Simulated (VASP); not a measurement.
# GaSb (zincblende type) (F-43m) in VASP: further runs

Aim: see how the results for GaSb (zincblende type) move with the level of theory and the settings. Levels: PBE, PBEsol, LDA, r2SCAN. Tasks: electric field gradients.

Everything below comes from runs of VASP 6.6.1. Logs are shortened: lines on timing, memory, paths and dates and some standing lists are left out, and cuts for length are marked.

### 1 The cell of the first run

Symmetry: F-43m, No. 216, cubic system. The conventional cell has a = 6.278 Å, b = 6.278 Å, c = 6.278 Å, α = 90.00°, β = 90.00°, γ = 90.00°. Ga (site symmetry -43m) has 4 Sb at 2.72 Å within 3.6 Å. Within 3.6 Å of Sb (site symmetry -43m) lie 4 Ga at 2.72 Å.

### 2 Electric field gradients, PBE (volume scaled by 1.03)

The input, INCAR:

```
PREC     = Accurate       # precision mode
ENCUT    = 520            # plane-wave cutoff, eV
EDIFF    = 1E-8           # SCF threshold, eV
ISMEAR   = -1             # smearing method
SIGMA    = 0.08           # smearing width, eV
LREAL    = F              # projectors in reciprocal space
LASPH    = T              # aspherical terms in the spheres
NELM     = 80             # most SCF steps
ALGO     = Normal         # electronic algorithm
ISIF     = 2              # what is computed and relaxed
LWAVE    = F              # write WAVECAR
LCHARG   = F              # write CHGCAR
GGA      = PE             # functional
LEFG     = T            
NBANDS   = 16             # bands
```

The input, KPOINTS:

```
Automatic mesh
0
Gamma
  9 9 9
```

The input, POSCAR:

```
GaSb
1.0
    0.0000000000      3.1388332053      3.1388332053
    3.1388332053      0.0000000000      3.1388332053
    3.1388332053      3.1388332053      0.0000000000
Ga Sb
1 1
Direct
    0.0000000000      0.0000000000      0.0000000000
    0.2500000000      0.2500000000      0.2500000000
```

Potentials or basis: VASP PAW PBE potentials, release 64 (Ga_d, Sb).

The run is started by

```
> cat potpaw_PBE.64/Ga_d/POTCAR potpaw_PBE.64/Sb/POTCAR > POTCAR
> mpirun -np 1 vasp_std > vasp.out
```

OUTCAR:

```text
PREC = Accurate
   ENCUT = 520
   EDIFF = 1E-8
   ISMEAR = -1
   LREAL = F
   LASPH = T
   NELM = 80
   ISIF = 2
   GGA = PE

 ion  position               nearest neighbor table
   1  0.000  0.000  0.000-   2 2.72   2 2.72   2 2.72   2 2.72
   2  0.250  0.250  0.250-   1 2.72   1 2.72   1 2.72   1 2.72

  LATTYP: Found a face centered cubic cell.
 ALAT       =     6.2776664106

  Lattice vectors:

 A1 = (   0.0000000000,   3.1388332053,   3.1388332053)
 A2 = (   3.1388332053,   0.0000000000,   3.1388332053)
 A3 = (   3.1388332053,   3.1388332053,   0.0000000000)

Analysis of symmetry for initial positions (statically):
=====================================================================
 Subroutine PRICEL returns:
 Original cell was already a primitive cell.

 Routine SETGRP: Setting up the symmetry group for a
 face centered cubic supercell.

 Subroutine GETGRP returns: Found 24 space group operations
 (whereof 24 operations were pure point group operations)
 out of a pool of 48 trial point group operations.

The static configuration has the point symmetry T_d .

Analysis of symmetry for dynamics (positions and initial velocities):
=====================================================================
 Subroutine PRICEL returns:
 Original cell was already a primitive cell.

 Routine SETGRP: Setting up the symmetry group for a
 face centered cubic supercell.

 Subroutine GETGRP returns: Found 24 space group operations
 (whereof 24 operations were pure point group operations)
 out of a pool of 48 trial point group operations.

The dynamic configuration has the point symmetry T_d .

 Subroutine INISYM returns: Found 24 space group operations
 (whereof 24 operations are pure point group operations),
 and found     1 'primitive' translations

----------------------------------------------------------------------------------------

                                     Primitive cell

  volume of cell :      61.8493

  direct lattice vectors                    reciprocal lattice vectors
     0.000000000  3.138833205  3.138833205    -0.159294861  0.159294861  0.159294861
[... 122 lines left out ...]
   NGX = 17   NGY = 17   NGZ = 17

 number of electron      17.9999999 magnetization

 Free energy of the ion-electron system (eV)
  ---------------------------------------------------
  ext. energy  EPLUGINS =         0.00000000
  ---------------------------------------------------
  free energy    TOTEN  =        -7.36375062 eV

  energy without entropy =       -7.36180932  energy(sigma->0) =       -7.36277997

 E-fermi :   4.1920     XC(G=0):  -8.7556

 val. band max:        4.1124445766   @ k =   0.0000   0.0000   0.0000
 cond. band min:       4.3858870830   @ k =   0.4444   0.0000   0.0000
 fundamental gap:      0.2734425064
 Fermi energy:         4.1919856905

 k-point     1 :       0.0000    0.0000    0.0000
  band No.  band energies     occupation
      1     -10.7870      2.00000
      2     -10.7870      2.00000
      3     -10.7870      2.00000
      4     -10.7481      2.00000
      5     -10.7481      2.00000
      6      -6.8532      2.00000
[... 433 lines left out ...]
      3     -10.7692      2.00000
      4     -10.7562      2.00000
      5     -10.7448      2.00000
      6      -4.8462      2.00000
[... 8 lines left out ...]
     15      14.7289      0.00000
     16      14.9855      0.00000

 [... further k-points ...]

------------------------ aborting loop because EDIFF is reached ----------------------------------------

  FORCE on cell =-STRESS in cart. coord.  units (eV):
  Direction    XX          YY          ZZ          XY          YZ          ZX
  --------------------------------------------------------------------------------------
  -------------------------------------------------------------------------------------
  Total       -0.4624814     -0.4624814     -0.4624814     -0.0000000      0.0000000     -0.0000000
  in kB      -11.9803686    -11.9803686    -11.9803686     -0.0000000      0.0000000     -0.0000000
  external PRESSURE =     -11.9803686 kB  Pullay stress =       0.0000000 kB

 VOLUME and BASIS-vectors are now :
 -----------------------------------------------------------------------------
  energy-cutoff  :      520.00
  volume of cell :       61.85
      direct lattice vectors                 reciprocal lattice vectors
     0.000000000  3.138833205  3.138833205    -0.159294861  0.159294861  0.159294861
     3.138833205  0.000000000  3.138833205     0.159294861 -0.159294861  0.159294861
     3.138833205  3.138833205  0.000000000     0.159294861  0.159294861 -0.159294861

 POSITION                                       TOTAL-FORCE (eV/Angst)
 -----------------------------------------------------------------------------------
      0.00000      0.00000      0.00000         0.000000      0.000000     -0.000000
      1.56942      1.56942      1.56942        -0.000000     -0.000000      0.000000
 -----------------------------------------------------------------------------------
    total drift:                                0.000001      0.000001      0.000001

  FREE ENERGIE OF THE ION-ELECTRON SYSTEM (eV)
  ---------------------------------------------------
  free  energy   TOTEN  =        -7.3637506243 eV

  energy  without entropy=       -7.3618093214  energy(sigma->0) =       -7.36277997

 Electric field gradients (V/A^2)
---------------------------------------------------------------------
 ion       V_xx      V_yy      V_zz      V_xy      V_xz      V_yz
---------------------------------------------------------------------
   1       0.000     0.000    -0.000     0.003     0.003     0.003
   2       0.000    -0.000    -0.000    -0.000    -0.000    -0.000
---------------------------------------------------------------------

 Electric field gradients after diagonalization (V/A^2)
 (convention: |V_zz| > |V_xx| > |V_yy|)
----------------------------------------------------------------------
 ion       V_xx      V_yy      V_zz     asymmetry (V_yy - V_xx)/ V_zz
----------------------------------------------------------------------
   1      -0.003    -0.003     0.006       0.000
   2       0.000     0.000    -0.000       0.000
----------------------------------------------------------------------

           NMR quadrupolar parameters

 Cq : quadrupolar parameter    Cq=e*Q*V_zz/h
 eta: asymmetry parameters     (V_yy - V_xx)/ V_zz
 Q  : nuclear electric quadrupole moment in mb (millibarn)
----------------------------------------------------------------------
 ion       Cq(MHz)       eta       Q (mb)
----------------------------------------------------------------------
   1       0.000       0.000       1.000
   2      -0.000       0.000       1.000
----------------------------------------------------------------------
```

OSZICAR:

```text
N       E                     dE             d eps       ncg     rms          rms(c)
DAV:   1     0.842195176892E+02    0.84220E+02   -0.85070E+03  1128   0.135E+03
DAV:   2    -0.918940094326E+00   -0.85138E+02   -0.82036E+02  1320   0.302E+02
DAV:   3    -0.728978976004E+01   -0.63708E+01   -0.63571E+01  1336   0.649E+01
DAV:   4    -0.740474195556E+01   -0.11495E+00   -0.11494E+00  1440   0.986E+00
DAV:   5    -0.740749889382E+01   -0.27569E-02   -0.27569E-02  1440   0.134E+00    0.289E+00
DAV:   6    -0.737149445695E+01    0.36004E-01   -0.61140E-02  1616   0.367E+00    0.171E+00
DAV:   7    -0.736223720248E+01    0.92573E-02   -0.31555E-02  1304   0.141E+00    0.339E-01
DAV:   8    -0.736319815509E+01   -0.96095E-03   -0.41522E-03  1480   0.710E-01    0.659E-02
DAV:   9    -0.736367160158E+01   -0.47345E-03   -0.60478E-04  1304   0.197E-01    0.290E-02
DAV:  10    -0.736373916445E+01   -0.67563E-04   -0.71749E-05  1344   0.453E-02    0.899E-03
DAV:  11    -0.736374961462E+01   -0.10450E-04   -0.16598E-05  1352   0.299E-02    0.492E-03
DAV:  12    -0.736375085654E+01   -0.12419E-05   -0.21609E-06  1336   0.796E-03    0.263E-03
DAV:  13    -0.736375060110E+01    0.25544E-06   -0.14069E-07  1312   0.342E-03    0.119E-04
DAV:  14    -0.736375061490E+01   -0.13797E-07   -0.10875E-08  1264   0.708E-04    0.469E-05
DAV:  15    -0.736375062510E+01   -0.10202E-07   -0.99813E-10  1048   0.220E-04    0.268E-05
DAV:  16    -0.736375062432E+01    0.77989E-09   -0.16968E-10   680   0.144E-04
   1 F= -.73637506E+01 E0= -.73627800E+01  d E =-.194130E-02
```

It took 40 s on 1 thread of Intel Xeon 6975P-C, shared host; peak memory 0.22 GiB.

What came out:

- Free energy: -7.3638 eV
- Pressure: -1.2 GPa
- Band gap on the k mesh: zero (filled and empty bands touch)

Caveat: without QUAD_EFG the Cq values of the log hold for a quadrupole moment of 1 mb, not for the nuclei; spin-orbit coupling is left out, which moves the levels of the heavy elements.

### 3 Electric field gradients, PBE (volume scaled by 1.06)

The input, INCAR:

```
ALGO     = Normal         # electronic algorithm
EDIFF    = 1E-8           # SCF threshold, eV
ENCUT    = 520            # plane-wave cutoff, eV
GGA      = PE             # functional
ISIF     = 2              # what is computed and relaxed
ISMEAR   = -1             # smearing method
LASPH    = True           # aspherical terms in the spheres
LCHARG   = False          # write CHGCAR
LEFG     = True         
LREAL    = False          # projectors in reciprocal space
LWAVE    = False          # write WAVECAR
NBANDS   = 16             # bands
NELM     = 60             # most SCF steps
PREC     = Accurate       # precision mode
SIGMA    = 0.08           # smearing width, eV
```

The input, KPOINTS:

```
k-points
0
Gamma
  9 9 9
```

The input, POSCAR:

```
GaSb
1.0
    0.0000000000      3.1690161454      3.1690161454
    3.1690161454      0.0000000000      3.1690161454
    3.1690161454      3.1690161454      0.0000000000
Ga Sb
1 1
Direct
    0.0000000000      0.0000000000      0.0000000000
    0.2500000000      0.2500000000      0.2500000000
```

Potentials or basis: VASP PAW PBE potentials, release 64 (Ga_d, Sb).

The run is started by

```
> cat potpaw_PBE.64/Ga_d/POTCAR potpaw_PBE.64/Sb/POTCAR > POTCAR
> mpirun -np 1 vasp_std > vasp.out
```

OUTCAR:

```text
EDIFF = 1E-8
   ENCUT = 520
   GGA = PE
   ISIF = 2
   ISMEAR = -1
   LASPH = True
   LREAL = False
   NELM = 60
   PREC = Accurate

 ion  position               nearest neighbor table
   1  0.000  0.000  0.000-   2 2.74   2 2.74   2 2.74   2 2.74
   2  0.250  0.250  0.250-   1 2.74   1 2.74   1 2.74   1 2.74

  LATTYP: Found a face centered cubic cell.
 ALAT       =     6.3380322908

  Lattice vectors:

 A1 = (   0.0000000000,   3.1690161454,   3.1690161454)
 A2 = (   3.1690161454,   0.0000000000,   3.1690161454)
 A3 = (   3.1690161454,   3.1690161454,   0.0000000000)

Analysis of symmetry for initial positions (statically):
=====================================================================
 Subroutine PRICEL returns:
 Original cell was already a primitive cell.

 Routine SETGRP: Setting up the symmetry group for a
 face centered cubic supercell.

 Subroutine GETGRP returns: Found 24 space group operations
 (whereof 24 operations were pure point group operations)
 out of a pool of 48 trial point group operations.

The static configuration has the point symmetry T_d .

Analysis of symmetry for dynamics (positions and initial velocities):
=====================================================================
 Subroutine PRICEL returns:
 Original cell was already a primitive cell.

 Routine SETGRP: Setting up the symmetry group for a
 face centered cubic supercell.

 Subroutine GETGRP returns: Found 24 space group operations
 (whereof 24 operations were pure point group operations)
 out of a pool of 48 trial point group operations.

The dynamic configuration has the point symmetry T_d .

 Subroutine INISYM returns: Found 24 space group operations
 (whereof 24 operations are pure point group operations),
 and found     1 'primitive' translations

----------------------------------------------------------------------------------------

                                     Primitive cell

  volume of cell :      63.6507

  direct lattice vectors                    reciprocal lattice vectors
     0.000000000  3.169016145  3.169016145    -0.157777675  0.157777675  0.157777675
     3.169016145  0.000000000  3.169016145     0.157777675 -0.157777675  0.157777675
     3.169016145  3.169016145  0.000000000     0.157777675  0.157777675 -0.157777675

  length of vectors
     4.481665612  4.481665612  4.481665612     0.273278950  0.273278950  0.273278950

  position of ions in fractional coordinates (direct lattice)
     0.000000000  0.000000000  0.000000000
     0.250000000  0.250000000  0.250000000

  ion indices of the primitive-cell ions
   primitive index   ion index
                 1           1
                 2           2

----------------------------------------------------------------------------------------

 KPOINTS: k-points

Automatic generation of k-mesh.
 Grid dimensions read from file:
[... 71 lines left out ...]
   ISIF   =      2    stress and relaxation
   ISYM   =      2    0-nonsym 1-usesym 2-fastsym
   POTIM  = 0.5000    time-step for ionic-motion
   TEBEG  =    0.0;   TEEND  =   0.0 temperature during run
   PSTRESS=    0.0 pullay stress
   NELECT =      18.0000    total number of electrons
   NUPDOWN=      -1.0000    fix difference up-down
   EMIN   =  10.00;   EMAX   =-10.00  energy-range for DOS
   EFERMI =   0.00;   METHOD = LEGACY
   ISMEAR =    -1;   SIGMA  =   0.08  broadening in eV -4-tet -1-fermi 0-gaus
   EFERMI_NEDOS =   21; number of points for ismear=-14 and -15
   IALGO  =     38    algorithm
   IMIX   =      4    mixing-type and parameters
     AMIX     =   0.40;   BMIX     =  1.00
     AMIX_MAG =   1.60;   BMIX_MAG =  1.00
  volume/ion in A,a.u.               =      31.83       214.77
  Fermi-wavevector in a.u.,A,eV,Ry     =   1.074561  2.030627 15.710404  1.154682
  Thomas-Fermi vector in A             =   2.210393
   LORBIT       =      0    0 simple, 1 ext, 2 COOP (PROOUT), +10 PAW based schemes
   GGA     = PE    functional components
   LHFCALC =     F    Hartree Fock is set to
   AEXX    =    0.0000 exact exchange contribution
   IVDW    =     0    specifies the selected vdW correction
   LEPSILON=     F    determine dielectric tensor
   LRPA    =     F    only Hartree local field effects (RPA)
 non-spin polarized calculation
  energy-cutoff  :      520.00
  volume of cell :       63.65
 maximum number of plane-waves:      1739
 NGX is ok and might be reduce to    36
   NGX = 17   NGY = 17   NGZ = 17

 number of electron      18.0000009 magnetization

 Free energy of the ion-electron system (eV)
  ---------------------------------------------------
  ext. energy  EPLUGINS =         0.00000000
  ---------------------------------------------------
  free energy    TOTEN  =        -7.34430570 eV

  energy without entropy =       -7.34187894  energy(sigma->0) =       -7.34309232

 E-fermi :   3.9128     XC(G=0):  -8.6340

 val. band max:        3.8473982324   @ k =   0.0000   0.0000   0.0000
 cond. band min:       4.0689878695   @ k =   0.4444   0.0000   0.0000
 fundamental gap:      0.2215896371
 Fermi energy:         3.9127641722

 k-point     1 :       0.0000    0.0000    0.0000
  band No.  band energies     occupation
      1     -11.0110      2.00000
      2     -11.0110      2.00000
      3     -11.0110      2.00000
      4     -10.9756      2.00000
      5     -10.9756      2.00000
      6      -6.9421      2.00000
[... 433 lines left out ...]
      3     -10.9950      2.00000
      4     -10.9826      2.00000
      5     -10.9725      2.00000
      6      -5.0296      2.00000
[... 8 lines left out ...]
     15      14.2589      0.00000
     16      14.6337      0.00000

 [... further k-points ...]

------------------------ aborting loop because EDIFF is reached ----------------------------------------

  FORCE on cell =-STRESS in cart. coord.  units (eV):
  Direction    XX          YY          ZZ          XY          YZ          ZX
  --------------------------------------------------------------------------------------
  -------------------------------------------------------------------------------------
  Total       -0.8864784     -0.8864784     -0.8864784     -0.0000000      0.0000000      0.0000000
  in kB      -22.3138944    -22.3138944    -22.3138944     -0.0000000      0.0000000      0.0000000
  external PRESSURE =     -22.3138944 kB  Pullay stress =       0.0000000 kB

 VOLUME and BASIS-vectors are now :
 -----------------------------------------------------------------------------
  energy-cutoff  :      520.00
  volume of cell :       63.65
      direct lattice vectors                 reciprocal lattice vectors
     0.000000000  3.169016145  3.169016145    -0.157777675  0.157777675  0.157777675
     3.169016145  0.000000000  3.169016145     0.157777675 -0.157777675  0.157777675
     3.169016145  3.169016145  0.000000000     0.157777675  0.157777675 -0.157777675

 POSITION                                       TOTAL-FORCE (eV/Angst)
 -----------------------------------------------------------------------------------
      0.00000      0.00000      0.00000        -0.000000     -0.000000     -0.000000
      1.58451      1.58451      1.58451         0.000000      0.000000      0.000000
 -----------------------------------------------------------------------------------
    total drift:                                0.000001      0.000001      0.000001

  FREE ENERGIE OF THE ION-ELECTRON SYSTEM (eV)
  ---------------------------------------------------
  free  energy   TOTEN  =        -7.3443057040 eV

  energy  without entropy=       -7.3418789399  energy(sigma->0) =       -7.34309232

 Electric field gradients (V/A^2)
---------------------------------------------------------------------
 ion       V_xx      V_yy      V_zz      V_xy      V_xz      V_yz
---------------------------------------------------------------------
   1       0.000    -0.000     0.000     0.003     0.003     0.003
   2      -0.000    -0.000     0.000    -0.000    -0.000    -0.000
---------------------------------------------------------------------

 Electric field gradients after diagonalization (V/A^2)
 (convention: |V_zz| > |V_xx| > |V_yy|)
----------------------------------------------------------------------
 ion       V_xx      V_yy      V_zz     asymmetry (V_yy - V_xx)/ V_zz
----------------------------------------------------------------------
   1      -0.003    -0.003     0.007       0.000
   2       0.000     0.000    -0.000       0.000
----------------------------------------------------------------------

           NMR quadrupolar parameters

 Cq : quadrupolar parameter    Cq=e*Q*V_zz/h
 eta: asymmetry parameters     (V_yy - V_xx)/ V_zz
 Q  : nuclear electric quadrupole moment in mb (millibarn)
----------------------------------------------------------------------
 ion       Cq(MHz)       eta       Q (mb)
----------------------------------------------------------------------
   1       0.000       0.000       1.000
   2      -0.000       0.000       1.000
----------------------------------------------------------------------
```

It took 39 s on 1 thread of Intel Xeon 6975P-C, shared host; peak memory 0.22 GiB.

Results:

* Free energy: -7.3443 eV
* Pressure: -2.2 GPa
* Band gap on the k mesh: zero (filled and empty bands touch)

Levels at points of the mesh, in eV from the Fermi level:
| k point | band 7 | band 8 | band 9 | band 10 | band 11 | band 12 |
| --- | --- | --- | --- | --- | --- | --- |
| (0.00, 0.00, 0.00) | -0.75 | -0.07 | -0.07 | -0.07 | 2.73 | 2.73 |

Caveat: without QUAD_EFG the Cq values of the log hold for a quadrupole moment of 1 mb, not for the nuclei; spin-orbit coupling is left out, which moves the levels of the heavy elements.

(Part 1 of 4 ends here.)
